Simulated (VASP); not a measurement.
# Pb (P6_3/mmc) in VASP: further runs

Pb is run at these levels: BLYP; tasks: single point.

Everything below comes from runs of VASP 6.6.1. Logs are shortened: lines on timing, memory, paths and dates and some standing lists are left out, and cuts for length are marked.

**1. The cell of the first run**

The structure is hexagonal, space group P6_3/mmc (No. 194). The conventional cell has a = 3.731 Å, b = 3.731 Å, c = 12.000 Å, α = 90.00°, β = 90.00°, γ = 120.00°. Pb (site symmetry -3m) has 12 Pb at 3.69 to 3.73 Å within 4.9 Å. Within 4.9 Å of Pb (site symmetry -6m2) lie 12 Pb at 3.69 to 3.73 Å.

This isn't the form of Pb at room conditions, which is fcc.

**2. Single point, BLYP (36.17 Å³/atom)**

Contents of INCAR:

```
SYSTEM = Pb
PREC = Accurate
ENCUT = 520
EDIFF = 1E-7
ISMEAR = -1
SIGMA = 0.1
LREAL = .False.
LASPH = .True.
NELM = 80
ALGO = Normal
ISIF = 2
LWAVE = .False.
LCHARG = .True.
GGA = B5
ALDAX = 1.0
AGGAX = 1.0
AGGAC = 1.0
ALDAC = 0.0
LELF = .True.
LVHAR = .True.
NBANDS = 36
```

Contents of KPOINTS:

```
regular mesh
0
Gamma
  13 13 4
  0 0 0
```

Contents of POSCAR:

```
Pb
1.0
    3.7313812126      0.0000000000      0.0000000000
   -1.8656906063      3.2314709213      0.0000000000
    0.0000000000      0.0000000000     11.9996454341
Pb
4
Direct
    1.0000000000      0.0000000000      0.0000000000
    1.0000000000      0.0000000000      0.5000000000
    0.3333333333      0.6666666667      0.2500000000
    0.6666666667      0.3333333333      0.7500000000
```

Potentials or basis: VASP PAW PBE potentials, release 64 (Pb_d).

Started as:

```console
$ cat potpaw_PBE.64/Pb_d/POTCAR > POTCAR
$ mpirun -np 1 vasp_std > vasp.out
```

OUTCAR:

```text
SYSTEM = Pb
   PREC = Accurate
   ENCUT = 520
   EDIFF = 1E-7
   ISMEAR = -1
   LREAL = .False.
   LASPH = .True.
   NELM = 80
   ISIF = 2
   GGA = B5

 ion  position               nearest neighbor table
   1  0.000  0.000  0.000-   3 3.69   4 3.69   3 3.69   4 3.69   4 3.69   3 3.69
   2  0.000  0.000  0.500-   3 3.69   4 3.69   3 3.69   4 3.69   4 3.69   3 3.69
   3  0.333  0.667  0.250-   1 3.69   2 3.69   1 3.69   2 3.69   1 3.69   2 3.69
   4  0.667  0.333  0.750-   1 3.69   2 3.69   1 3.69   2 3.69   1 3.69   2 3.69

  LATTYP: Found a hexagonal cell.
 ALAT       =     3.7313812126
 C/A-ratio  =     3.2158722871

  Lattice vectors:

 A1 = (   3.7313812126,   0.0000000000,   0.0000000000)
 A2 = (  -1.8656906063,   3.2314709213,   0.0000000000)
 A3 = (   0.0000000000,   0.0000000000,  11.9996454341)

Analysis of symmetry for initial positions (statically):
=====================================================================
 Subroutine PRICEL returns:
 Original cell was already a primitive cell.

 Routine SETGRP: Setting up the symmetry group for a
 hexagonal supercell.

 Subroutine GETGRP returns: Found 24 space group operations
 (whereof 12 operations were pure point group operations)
 out of a pool of 24 trial point group operations.

The static configuration has the point symmetry D_3d.
 The point group associated with its full space group is D_6h.

Analysis of symmetry for dynamics (positions and initial velocities):
=====================================================================
 Subroutine PRICEL returns:
 Original cell was already a primitive cell.

 Routine SETGRP: Setting up the symmetry group for a
 hexagonal supercell.

 Subroutine GETGRP returns: Found 24 space group operations
 (whereof 12 operations were pure point group operations)
 out of a pool of 24 trial point group operations.

The dynamic configuration has the point symmetry D_3d.
 The point group associated with its full space group is D_6h.

 Subroutine INISYM returns: Found 24 space group operations
 (whereof 12 operations are pure point group operations),
 and found     1 'primitive' translations

----------------------------------------------------------------------------------------

                                     Primitive cell

  volume of cell :     144.6899

  direct lattice vectors                    reciprocal lattice vectors
     3.731381213  0.000000000  0.000000000     0.267997276  0.154728299  0.000000000
    -1.865690606  3.231470921  0.000000000     0.000000000  0.309456599  0.000000000
     0.000000000  0.000000000 11.999645434     0.000000000  0.000000000  0.083335796

  length of vectors
     3.731381213  3.731381213 11.999645434     0.309456599  0.309456599  0.083335796

  position of ions in fractional coordinates (direct lattice)
     0.000000000  0.000000000  0.000000000
     0.000000000  0.000000000  0.500000000
     0.333333333  0.666666667  0.250000000
     0.666666667  0.333333333  0.750000000

  ion indices of the primitive-cell ions
   primitive index   ion index
                 1           1
                 2           2
                 3           3
                 4           4

----------------------------------------------------------------------------------------

 KPOINTS: regular mesh

Automatic generation of k-mesh.
 Grid dimensions read from file:
 generate k-points for:   13   13    4

 Generating k-lattice:

  Cartesian coordinates                     Fractional coordinates (reciprocal lattice)
     0.020615175  0.011902177  0.000000000     0.076923077 -0.000000000  0.000000000
     0.000000000  0.023804354  0.000000000     0.000000000  0.076923077  0.000000000
     0.000000000  0.000000000  0.020833949     0.000000000  0.000000000  0.250000000

  Length of vectors
     0.023804354  0.023804354  0.020833949

  Shift w.r.t. Gamma in fractional coordinates (k-lattice)
     0.000000000  0.000000000  0.000000000

 Subroutine IBZKPT returns following result:
 ===========================================

 Found     63 irreducible k-points:

 Following reciprocal coordinates:
            Coordinates               Weight
  0.000000  0.000000  0.000000      1.000000
  0.076923  0.000000  0.000000      6.000000
  0.153846  0.000000  0.000000      6.000000
  0.230769  0.000000  0.000000      6.000000
  0.307692  0.000000  0.000000      6.000000
  0.384615  0.000000  0.000000      6.000000
[... 16 lines left out ...]
  0.076923  0.000000  0.250000     12.000000
  0.153846  0.000000  0.250000     12.000000
 [... further k-points ...]
   k-points           NKPTS =     63   k-points in BZ     NKDIM =     63   number of bands    NBANDS=     36
   number of dos      NEDOS =    301   number of ions     NIONS =      4
   total plane-waves  NPLWV =  70560
   dimension x,y,z NGX =    28 NGY =   28 NGZ =   90
   dimension x,y,z NGXF=    56 NGYF=   56 NGZF=  180
   ions per type =               4
   NGX,Y,Z   is equivalent  to a cutoff of  12.47, 12.47, 12.47 a.u.
   NGXF,Y,Z  is equivalent  to a cutoff of  24.95, 24.95, 24.94 a.u.
 SYSTEM =  Pb
   PREC   = accura    normal or accurate (medium, high low for compatibility)
   ISTART =      0    job   : 0-new  1-cont  2-samecut
   ICHARG =      2    charge: 1-file 2-atom 10-const
   ISPIN  =      1    spin polarized calculation?
   LNONCOLLINEAR =      F non collinear calculations
   LSORBIT =      F    spin-orbit coupling
   LASPH  =      T    aspherical Exc in radial PAW
   ENCUT  =  520.0 eV  38.22 Ry    6.18 a.u.   6.94  6.94 22.31*2*pi/ulx,y,z
   NELM   =     80;   NELMIN=  2; NELMDL= -5     # of ELM steps
   EDIFF  = 0.1E-06   stopping-criterion for ELM
   LREAL  =      F    real-space projection
   EDIFFG = 0.1E-05   stopping-criterion for IOM
   NSW    =      0    number of steps for IOM
   IBRION =     -1    ionic relax: 0-MD 1-quasi-New 2-CG
   NFREE  =      0    steps in history (QN), initial steepest desc. (CG)
   ISIF   =      2    stress and relaxation
   ISYM   =      2    0-nonsym 1-usesym 2-fastsym
   POTIM  = 0.5000    time-step for ionic-motion
   TEBEG  =    0.0;   TEEND  =   0.0 temperature during run
   PSTRESS=    0.0 pullay stress
   NELECT =      56.0000    total number of electrons
   NUPDOWN=      -1.0000    fix difference up-down
   EMIN   =  10.00;   EMAX   =-10.00  energy-range for DOS
   EFERMI =   0.00;   METHOD = LEGACY
   ISMEAR =    -1;   SIGMA  =   0.10  broadening in eV -4-tet -1-fermi 0-gaus
   EFERMI_NEDOS =   21; number of points for ismear=-14 and -15
   IALGO  =     38    algorithm
   IMIX   =      4    mixing-type and parameters
     AMIX     =   0.40;   BMIX     =  1.00
     AMIX_MAG =   1.60;   BMIX_MAG =  1.00
  volume/ion in A,a.u.               =      36.17       244.10
  Fermi-wavevector in a.u.,A,eV,Ry     =   1.193048  2.254535 19.366051  1.423365
  Thomas-Fermi vector in A             =   2.329072
   LORBIT       =      0    0 simple, 1 ext, 2 COOP (PROOUT), +10 PAW based schemes
   GGA     = B5    functional components
   LHFCALC =     F    Hartree Fock is set to
   AEXX    =    0.0000 exact exchange contribution
   IVDW    =     0    specifies the selected vdW correction
   LEPSILON=     F    determine dielectric tensor
   LRPA    =     F    only Hartree local field effects (RPA)
 non-spin polarized calculation
  energy-cutoff  :      520.00
  volume of cell :      144.69
 maximum number of plane-waves:      3924
 NGX is ok and might be reduce to    28
   NGX = 13   NGY = 13   NGZ = 45

 number of electron      56.0000010 magnetization

 Free energy of the ion-electron system (eV)
  ---------------------------------------------------
  ext. energy  EPLUGINS =         0.00000000
  ---------------------------------------------------
  free energy    TOTEN  =       -11.49262311 eV

  energy without entropy =      -11.42126009  energy(sigma->0) =      -11.45694160

 E-fermi :   5.9637     XC(G=0):  -8.7966

 val. band max:        5.9558413743   @ k =   0.2308   0.0769   0.5000
 cond. band min:       6.0123673286   @ k =   0.2308   0.2308   0.0000
 fundamental gap:      0.0565259542
 Fermi energy:         5.9636722994

 k-point     1 :       0.0000    0.0000    0.0000
  band No.  band energies     occupation
      1     -11.0534      2.00000
      2     -11.0518      2.00000
      3     -11.0518      2.00000
      4     -11.0491      2.00000
      5     -11.0475      2.00000
      6     -11.0475      2.00000
[... 28 lines left out ...]
     35      11.7217      0.00000
     36      12.0493      0.00000

 k-point     2 :       0.0769    0.0000    0.0000
  band No.  band energies     occupation
      1     -11.0568      2.00000
      2     -11.0543      2.00000
      3     -11.0496      2.00000
      4     -11.0458      2.00000
      5     -11.0451      2.00000
      6     -11.0444      2.00000
[... 28 lines left out ...]
     35      11.7628      0.00000
     36      11.9331      0.00000

 k-point     3 :       0.1538    0.0000    0.0000
  band No.  band energies     occupation
      1     -11.0709      2.00000
      2     -11.0628      2.00000
      3     -11.0573      2.00000
      4     -11.0423      2.00000
      5     -11.0361      2.00000
      6     -11.0327      2.00000
[... 28 lines left out ...]
     35      11.5568      0.00000
     36      11.6580      0.00000
[... 742 lines left out ...]
 k-point    23 :       0.0769    0.0000    0.2500
  band No.  band energies     occupation
      1     -11.0567      2.00000
      2     -11.0550      2.00000
      3     -11.0494      2.00000
      4     -11.0460      2.00000
      5     -11.0431      2.00000
      6     -11.0429      2.00000
[... 28 lines left out ...]
     35      11.5020      0.00000
     36      11.6721      0.00000

 k-point    24 :       0.1538    0.0000    0.2500
  band No.  band energies     occupation
      1     -11.0708      2.00000
      2     -11.0661      2.00000
      3     -11.0539      2.00000
      4     -11.0411      2.00000
      5     -11.0371      2.00000
      6     -11.0303      2.00000
[... 28 lines left out ...]
     35      11.2647      0.00000
     36      11.5232      0.00000

 [... further k-points ...]

------------------------ aborting loop because EDIFF is reached ----------------------------------------

  FORCE on cell =-STRESS in cart. coord.  units (eV):
  Direction    XX          YY          ZZ          XY          YZ          ZX
  --------------------------------------------------------------------------------------
  -------------------------------------------------------------------------------------
  Total       -1.0881363     -1.0881363     -0.7129089      0.0000000      0.0000000      0.0000000
  in kB      -12.0491269    -12.0491269     -7.8941674      0.0000000      0.0000000      0.0000000
  external PRESSURE =     -10.6641404 kB  Pullay stress =       0.0000000 kB

 VOLUME and BASIS-vectors are now :
 -----------------------------------------------------------------------------
  energy-cutoff  :      520.00
  volume of cell :      144.69
      direct lattice vectors                 reciprocal lattice vectors
     3.731381213  0.000000000  0.000000000     0.267997276  0.154728299  0.000000000
    -1.865690606  3.231470921  0.000000000     0.000000000  0.309456599  0.000000000
     0.000000000  0.000000000 11.999645434     0.000000000  0.000000000  0.083335796

 POSITION                                       TOTAL-FORCE (eV/Angst)
 -----------------------------------------------------------------------------------
      0.00000      0.00000      0.00000         0.000000      0.000000     -0.000000
      0.00000      0.00000      5.99982         0.000000      0.000000     -0.000000
     -0.00000      2.15431      2.99991        -0.000000     -0.000000     -0.000000
      1.86569      1.07716      8.99973        -0.000000      0.000000      0.000000
 -----------------------------------------------------------------------------------
    total drift:                                0.000000     -0.000000      0.000000

  FREE ENERGIE OF THE ION-ELECTRON SYSTEM (eV)
  ---------------------------------------------------
  free  energy   TOTEN  =       -11.4926231119 eV

  energy  without entropy=      -11.4212600877  energy(sigma->0) =      -11.45694160
```

It took 5.7 min on 1 thread of Oxide Virtual Turin-like, shared host; peak memory 0.36 GiB.

What came out:

```yaml
Free_energy: -11.4926 eV
Pressure: -1.1 GPa
Band_gap_on_the_k_mesh: zero (bands 28 and 29 overlap by 5.61 eV)
```

Caveat: the PAW data sets were made with another functional, which shifts forces and pressure a little; spin-orbit coupling is left out, which moves the levels of the heavy elements.

**3. Single point, BLYP (37.56 Å³/atom)**

This run uses another cell than the first one, of 37.56 Å³/atom.

Contents of INCAR:

```
AGGAC = 1.0
AGGAX = 1.0
ALDAC = 0.0
ALDAX = 1.0
ALGO = Normal
EDIFF = 1E-6
ENCUT = 520
GGA = B5
ISIF = 2
ISMEAR = -1
LASPH = True
LCHARG = False
LREAL = False
LWAVE = False
NBANDS = 36
NELM = 60
PREC = Accurate
SIGMA = 0.1
```

Contents of KPOINTS:

```
k-points
0
Gamma
  13 13 4
```

Contents of POSCAR:

```
Pb
1.0
    3.7786189009      0.0000000000      0.0000000000
   -1.8893094505      3.2723799594      0.0000000000
    0.0000000000      0.0000000000     12.1515558066
Pb
4
Direct
    1.0000000000      0.0000000000      0.0000000000
    1.0000000000      0.0000000000      0.5000000000
    0.3333333333      0.6666666667      0.2500000000
    0.6666666667      0.3333333333      0.7500000000
```

Potentials or basis: VASP PAW PBE potentials, release 64 (Pb_d).

Started as:

```console
$ cat potpaw_PBE.64/Pb_d/POTCAR > POTCAR
$ mpirun -np 1 vasp_std > vasp.out
```

Wall time 4.3 min (1 thread of Oxide Virtual Turin-like, shared host); peak memory 0.37 GiB.

The run converged. Its results:

| Quantity | Value |
| --- | --- |
| Free energy | -11.4418 eV |
| Pressure | -2.0 GPa |
| Band gap on the k mesh | zero (bands 28 and 29 overlap by 5.36 eV) |

Stress tensor (GPa, compression positive):
```
-2.09  0.00  0.00
 0.00 -2.09  0.00
 0.00  0.00 -1.77
```

Levels at points of the mesh, in eV from the Fermi level:
```
           k point  band 25  band 26  band 27  band 28  band 29  band 30  band 31  band 32
(0.00, 0.00, 0.00)    -3.18     0.54     0.54     4.12     4.12     4.73     4.73     4.77
(0.00, 0.00, 0.50)    -2.02    -2.02     3.64     3.64     4.30     4.30     4.30     4.30
```

Caveat: the PAW data sets were made with another functional, which shifts forces and pressure a little; spin-orbit coupling is left out, which moves the levels of the heavy elements.

The gap in the log of VASP goes by the Fermi energy; the results here count the filled bands.